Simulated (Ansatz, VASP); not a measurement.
This is a calculation of GaN for VASP 6.6.1.

Contents of POSCAR:

```
GaN
1.0
    0.0000000000      2.1352350000      2.1352350000
    2.1352350000      0.0000000000      2.1352350000
    2.1352350000      2.1352350000      0.0000000000
Ga N
1 1
Direct
    0.0000000000      0.0000000000      0.0000000000
    0.5000000000      0.5000000000      0.5000000000
```

The input INCAR.step1:

```
SYSTEM = GaN
  PREC = Accurate
  ENCUT = 520
  EDIFF = 1E-5
  ISMEAR = -1
  SIGMA = 0.05
  LREAL = .False.
  LASPH = .True.
  NELM = 100
  ALGO = Normal
  ISIF = 2
  LWAVE = .True.
  LCHARG = .False.
  NBANDS = 16
  GGA = PE
```

Contents of INCAR.step2:

```
SYSTEM = GaN
  PREC = Accurate
  ENCUT = 520
  EDIFF = 1E-6
  ISMEAR = -1
  SIGMA = 0.05
  LREAL = .False.
  LASPH = .True.
  NELM = 100
  ALGO = Normal
  ISIF = 2
  LWAVE = .False.
  LCHARG = .False.
  GGA = PE
  LHFCALC = .True.
  HFSCREEN = 0.2079
  PRECFOCK = Normal
  NBANDS = 16
  ISTART = 1
```

The input KPOINTS:

```
regular mesh
0
Gamma
  6 6 6
  0 0 0
```

Potentials or basis: VASP PAW PBE potentials, release 64 (Ga_d, N).

The run is started by

```sh
$ cat potpaw_PBE.64/Ga_d/POTCAR potpaw_PBE.64/N/POTCAR > POTCAR
$ cp INCAR.step1 INCAR
$ mpirun -np 1 vasp_std > vasp.out
$ cp INCAR.step2 INCAR
$ mpirun -np 1 vasp_std > vasp.out
```

Set up the same calculation for Ansatz 0.2.0. Potentials there: all-electron PAW datasets made for the crystal.

As run (the cutoff follows the program's own potentials):

Contents of input.yaml:

```yaml
crystal:
  lattice:
    - [0.0, 2.135235, 2.135235]
    - [2.135235, 0.0, 2.135235]
    - [2.135235, 2.135235, 0.0]
  atoms:
    - { symbol: Ga, position: [0.0, 0.0, 0.0] }
    - { symbol: "N", position: [0.5, 0.5, 0.5] }
kpoints:
  mp_grid: { grid: [6, 6, 6] }
scf:
  occupations: { method: fermi_dirac, width: 0.05 }
hamiltonian:
  xc: hse06
  pseudopotentials: { kind: all_electron, datasets: crystal }
output:
  forces: true
  stress: true
```

Potentials or basis: all-electron PAW datasets made for the crystal.

Command:

```sh
$ ansatz run input.yaml --threads 1 --pin off --max-ram 3072MiB --backend cpu --events-out ev --progress --plain --runs-dir out
```

Both were run:

|  | VASP | Ansatz | Ansatz less VASP |
| --- | --- | --- | --- |
| gap on the k mesh at the Fermi level (eV) | 1.61 | 1.63 | +0.028 |
| least direct gap on the mesh (eV) | 3.63 | 3.64 | +0.017 |
| pressure (GPa) | -9.0 | -9.8 | -0.86 |

Ansatz ran all-electron here, and VASP with PAW potentials.

The k mesh is coarse, so the values compare programs but aren't converged.
